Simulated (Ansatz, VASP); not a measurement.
## One calculation of InAgTe2, two programs

Contents of INCAR:

```
SYSTEM = InAgTe2
  PREC = Accurate
  ENCUT = 500
  EDIFF = 1E-6
  ISMEAR = -1
  SIGMA = 0.02
  LREAL = .FALSE.
  LASPH = .TRUE.
  NELM = 120
  ALGO = Normal
  ISIF = 2
  LWAVE = .FALSE.
  LCHARG = .FALSE.
  GGA = PE
  NBANDS = 46
  GGA_COMPAT = .FALSE.
```

The input KPOINTS:

```
regular mesh
0
G
  4 4 4
  0 0 0
```

The input POSCAR:

```
InAgTe2
1.0
   -3.2156811026      3.2156811026      6.3760295083
    3.2156811026     -3.2156811026      6.3760295083
    3.2156811026      3.2156811026     -6.3760295083
Ag Te In
2 4 2
Direct
    0.0000000000      0.0000000000      0.0000000000
    0.7500000000      0.2500000000      0.5000000000
    0.3750000000      0.3693298450      0.4943298450
    0.1193298450      0.6250000000     -0.0056701550
    0.8750000000      0.8806701550      0.5056701550
    0.6306701550      0.1250000000      0.0056701550
    0.5000000000      0.5000000000      0.0000000000
    0.2500000000      0.7500000000      0.5000000000
```

Input for Ansatz:

```yaml
crystal:
  lattice:
    - [-3.2156811026, 3.2156811026, 6.3760295083]
    - [3.2156811026, -3.2156811026, 6.3760295083]
    - [3.2156811026, 3.2156811026, -6.3760295083]
  atoms:
    - { symbol: Ag, position: [0.0, 0.0, 0.0] }
    - { symbol: Te, position: [0.375, 0.369329845, 0.494329845] }
    - { symbol: Ag, position: [0.75, 0.25, 0.5] }
    - { symbol: Te, position: [0.119329845, 0.625, -0.005670155] }
    - { symbol: In, position: [0.5, 0.5, 0.0] }
    - { symbol: Te, position: [0.875, 0.880670155, 0.505670155] }
    - { symbol: In, position: [0.25, 0.75, 0.5] }
    - { symbol: Te, position: [0.630670155, 0.125, 0.005670155] }
kpoints:
  mp_grid: { grid: [4, 4, 4] }
hamiltonian:
  xc: pbe
scf:
  occupations: { method: fermi_dirac, width: 0.02 }
  n_extra_bands: 6
output:
  forces: true
  stress: true
  eigenvalues: true
```

Alike in both runs: task single point; functional PBE; k mesh 4 × 4 × 4; occupations fermi-dirac, width 0.02 eV; no spin polarisation.

```csv
,VASP,Ansatz
version,VASP 6.6.1,Ansatz 0.2.0
potentials or method,"VASP PAW PBE potentials, release 64 (Ag, Te, In_d)","plane waves, PAW"
plane-wave cutoff (eV),500,420
valence electrons in the cell,72,128
```

VASP gave:

| Property | Result |
| --- | --- |
| pressure (GPa) | 2.6 |
| rms of the force components (eV/Å) | 0.035 |

Task: Estimate Ansatz's values.

Result: Pressure (GPa): 2.7; rms of the force components (eV/Å): 0.031.

VASP's potentials hold 72 valence electrons a cell and Ansatz's 128, so a difference there can come from the potentials and not from the codes.

Spin-orbit coupling is off throughout.
